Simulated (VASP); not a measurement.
Input of a VASP 6.6.1 run:

The input INCAR:

```
SYSTEM = BeC2
PREC = Accurate
ENCUT = 520
EDIFF = 1E-8
ISMEAR = 0
SIGMA = 0.01
LREAL = .FALSE.
LASPH = .TRUE.
NELM = 100
ALGO = Normal
ISIF = 2
LWAVE = .FALSE.
LCHARG = .TRUE.
GGA = PE
NBANDS = 12
IBRION = 8
NSW = 1
LEPSILON = .TRUE.
```

Contents of KPOINTS:

```
Automatic mesh
0
G
  8 8 8
  0 0 0
```

POSCAR

```
BeC2
1.0
   -1.6588558808      1.6588558808      2.3268201491
    1.6588558808     -1.6588558808      2.3268201491
    1.6588558808      1.6588558808     -2.3268201491
Be C
1 2
Direct
    0.0000000000      0.0000000000      0.0000000000
    0.6341882311      0.6341882311      0.0000000000
    0.3658117689      0.3658117689      0.0000000000
```

Potentials or basis: VASP PAW PBE potentials, release 64 (Be, C).

Command:

```bash
$ cat potpaw_PBE.64/Be/POTCAR potpaw_PBE.64/C/POTCAR > POTCAR
$ mpirun -np 1 vasp_std > vasp.out
```

**Question.** What does it give for the electronic dielectric tensor (diagonal)?

**Answer.** 6.98, 6.98, 9.99.

**Question.** Predict the Born charges (mean of the diagonal).

**Answer.** Be +2.34; C -1.17 e.

**Question.** What does it give for the most unstable mode?

**Answer.** 455i cm⁻¹.

**Question.** Predict the highest phonon frequency at Γ.

**Answer.** 1956 cm⁻¹.

Electronic dielectric tensor:
```
6.98 0.00 0.00
0.00 6.98 0.00
0.00 0.00 9.99
```

Caveat: the cell stands under pressure or tension, which shifts response properties; some modes are imaginary.
